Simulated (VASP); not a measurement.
Crystal: Sn.

```
Sn
1.0
     3.11679    0.00000    0.00000
     0.00000    3.11679    0.00000
     0.00000    0.00000    3.11679
Sn
1
Direct
  0.00000 0.00000 0.00000
```

```yaml
Program: VASP 6.6.1
Task: relaxation of cell and atoms
Functional: PBEsol
Potentials_or_basis: VASP PAW PBE potentials, release 64 (Sn_d)
Cutoff: 600 eV
k_mesh: 10 × 10 × 10
Occupations: fermi-dirac, width 0.1 eV
Spin: no spin polarisation
```

At the start: pressure -3.9 GPa; volume 30.28 Å³/atom.

**Question.** How do energy, volume and symmetry change on relaxing?

**Answer.** Over 3 steps the energy falls by 32.8 meV/atom and the volume is 27.78 Å³/atom (-8.3 %); space group Pm-3m (No. 221, to 0.05 Å).

Step by step:
| step | energy change (eV) | largest force (eV/Å) | pressure (GPa) | volume (Å³) |
| --- | --- | --- | --- | --- |
| 1 | 0.0000 | 0.0000 | -3.85 | 30.28 |
| 2 | -0.0305 | 0.0000 | 1.25 | 27.20 |
| 3 | -0.0328 | 0.0000 | 0.03 | 27.78 |

Final structure:
```yaml
crystal:
  lattice:
    - [3.02855, 0.00000, 0.00000]
    - [0.00000, 3.02855, 0.00000]
    - [0.00000, 0.00000, 3.02855]
  atoms:
    - { symbol: Sn, position: [0.00000, 0.00000, 0.00000] }
```

Caveat: the PAW data sets were made with another functional, which shifts forces and pressure a little.
